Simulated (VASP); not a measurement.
Set up this calculation in VASP 6.6.1, as the native input.

| Property | Result |
| --- | --- |
| Task | single point |
| Functional | PBE |
| Potentials or basis | VASP PAW PBE potentials, release 64 (Ta_pv, N) |
| Cutoff | 520 eV |
| k mesh | 10 × 10 × 10 |
| Occupations | fermi-dirac, width 0.05 eV |
| Spin | no spin polarisation |
| Dipole correction | no |
| Further INCAR settings | ALGO = Normal; EDIFF = 1e-06; NBANDS = 15 |

The structure of TaN lies in POSCAR:

```
TaN
1.0
    0.0000000000      2.2404226923      2.2404226923
    2.2404226923      0.0000000000      2.2404226923
    2.2404226923      2.2404226923      0.0000000000
Ta N
1 1
Direct
    0.5000000000      0.5000000000      0.5000000000
    0.0000000000      0.0000000000      0.0000000000
```

The input as run:

INCAR

```
SYSTEM = TaN
PREC = Accurate ; ENCUT = 520
EDIFF = 1E-6 ; ISMEAR = -1
SIGMA = 0.05 ; LREAL = .FALSE.
LASPH = .TRUE. ; NELM = 80
ALGO = Normal ; ISIF = 2
LWAVE = .FALSE. ; LCHARG = .FALSE.
GGA = PE ; NBANDS = 15
```

KPOINTS

```
regular mesh
0
G
  10 10 10
  0 0 0
```

Potentials or basis: VASP PAW PBE potentials, release 64 (Ta_pv, N).

Run with:

```sh
$ cat potpaw_PBE.64/Ta_pv/POTCAR potpaw_PBE.64/N/POTCAR > POTCAR
$ mpirun -np 1 vasp_std > vasp.out
```

Results of the run:

```yaml
Pressure: -12.3 GPa
Band_gap_on_the_k_mesh: zero (band 8 reaches 10.64 eV, above the bottom of band 9 at 6.96 eV)
```

Caveat: spin-orbit coupling is left out, which moves the levels of the heavy elements.

Run time: 7.8 s on 1 thread of AMD EPYC 9R45 96-Core Processor (Zen 5) (shared host), peak memory 0.12 GiB.
